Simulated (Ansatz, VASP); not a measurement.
**ZrB in VASP and in Ansatz**

File INCAR:

```
PREC = Accurate
ENCUT = 520
EDIFF = 1E-6
ISMEAR = 0
SIGMA = 0.15
LREAL = F
LASPH = T
NELM = 60
ALGO = Normal
ISIF = 2
LWAVE = F
LCHARG = F
NBANDS = 14
```

File KPOINTS:

```
regular mesh
0
Gamma
  18 18 18
```

File POSCAR:

```
ZrB
1.0
    0.0000000000      2.5596736302      2.4089088534
    2.5596736302      0.0000000000      2.4089088534
    2.5596736302      2.5596736302      0.0000000000
Zr B
1 1
Direct
    0.0000000000      0.0000000000      0.0000000000
    0.5000000000      0.5000000000      0.5000000000
```

Input for Ansatz:

```yaml
crystal:
  lattice:
    - [0.0, 2.5596736302, 2.4089088534]
    - [2.5596736302, 0.0, 2.4089088534]
    - [2.5596736302, 2.5596736302, 0.0]
  atoms:
    - { symbol: Zr, position: [0.0, 0.0, 0.0] }
    - { symbol: B, position: [0.5, 0.5, 0.5] }
basis:
  ecutwfc: 520.0
kpoints:
  mp_grid: { grid: [18, 18, 18] }
hamiltonian:
  xc: lda
scf:
  occupations: { method: gaussian, width: 0.15 }
output:
  forces: true
  stress: true
  eigenvalues: true
```

Alike in both runs: task single point; functional LDA; k mesh 18 × 18 × 18; occupations gaussian, width 0.15 eV; no spin polarisation.

```csv
,VASP,Ansatz
version,VASP 6.6.1,Ansatz 0.2.0
potentials or method,"VASP PAW LDA potentials, release 64 (Zr_sv, B), cutoff 520 eV","scalar-relativistic, plane waves, PAW"
valence electrons in the cell,15,15
```

```csv
,VASP,Ansatz,Ansatz less VASP
gap on the k mesh at the Fermi level (eV),none,none,-
pressure (GPa),-15.0,-15.2,-0.24
"traceless stress, the component that is largest in VASP (GPa)",9.31,9.25,-0.059
```

LDA's correlation is that of Perdew and Zunger in VASP and of Perdew and Wang (1992) in Ansatz. A gap of «none» marks a metal or a gap that the smearing closes.
